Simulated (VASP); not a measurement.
Write the native input for VASP 6.6.1 that does the following.

* Task: single point
* Functional: r2SCAN
* Potentials or basis: VASP PAW PBE potentials, release 64 (Mg, O)
* Cutoff: 520 eV
* k mesh: 10 × 10 × 10
* Occupations: gaussian, width 0.01 eV
* Spin: no spin polarisation
* Dipole correction: no
* Further INCAR settings: ALGO = Normal; EDIFF = 1e-07; NBANDS = 11

The system is MgO.

```
Mg O
1.0
     2.04903    2.04903    0.00000
    -2.04903    2.04903    0.00000
     0.00000    2.04903    2.04903
Mg O
1 1
Cartesian
  0.0000 0.0000 0.0000
  0.0000 2.0490 0.0000
```

One way to write it, as run:

POSCAR

```
MgO
1.0
    2.0490258035      2.0490258035      0.0000000000
   -2.0490258035      2.0490258035      0.0000000000
    0.0000000000      2.0490258035      2.0490258035
Mg O
1 1
Direct
    0.0000000000      0.0000000000      0.0000000000
    0.5000000000      0.5000000000      0.0000000000
```

INCAR.step1

```
PREC     = Accurate       # precision mode
ENCUT    = 520            # plane-wave cutoff, eV
ISMEAR   = 0              # smearing method
SIGMA    = 0.01           # smearing width, eV
LREAL    = F              # projectors in reciprocal space
LASPH    = T              # aspherical terms in the spheres
NELM     = 100            # most SCF steps
NBANDS   = 11             # bands
GGA      = PE             # functional
ALGO     = Normal         # electronic algorithm
EDIFF    = 1E-4           # SCF threshold, eV
LWAVE    = T              # write WAVECAR
LCHARG   = F              # write CHGCAR
```

INCAR.step2

```
PREC     = Accurate       # precision mode
ENCUT    = 520            # plane-wave cutoff, eV
EDIFF    = 1E-7           # SCF threshold, eV
ISMEAR   = 0              # smearing method
SIGMA    = 0.01           # smearing width, eV
LREAL    = F              # projectors in reciprocal space
LASPH    = T              # aspherical terms in the spheres
NELM     = 100            # most SCF steps
ALGO     = Normal         # electronic algorithm
ISIF     = 2              # what is computed and relaxed
LWAVE    = F              # write WAVECAR
LCHARG   = T              # write CHGCAR
METAGGA  = R2SCAN         # meta-GGA
LMIXTAU  = T            
LELF     = T              # ELF
LVHAR    = T            
NBANDS   = 11             # bands
ISTART   = 1
```

KPOINTS

```
regular mesh
0
Gamma
  10 10 10
```

Potentials or basis: VASP PAW PBE potentials, release 64 (Mg, O).

Command:

```console
$ cat potpaw_PBE.64/Mg/POTCAR potpaw_PBE.64/O/POTCAR > POTCAR
$ cp INCAR.step1 INCAR
$ mpirun -np 1 vasp_std > vasp.out
$ cp INCAR.step2 INCAR
$ mpirun -np 1 vasp_std > vasp.out
```

Results of the run:

| Property | Result |
| --- | --- |
| Pressure | 13.9 GPa |
| Band gap on the k mesh | 6.48 eV |

Caveat: the cell stands under pressure; the PAW data sets were made with another functional, which shifts forces and pressure a little.

It took 59 s on 1 thread of Intel Xeon 8259CL, with other jobs on the host, peak memory 0.15 GiB.
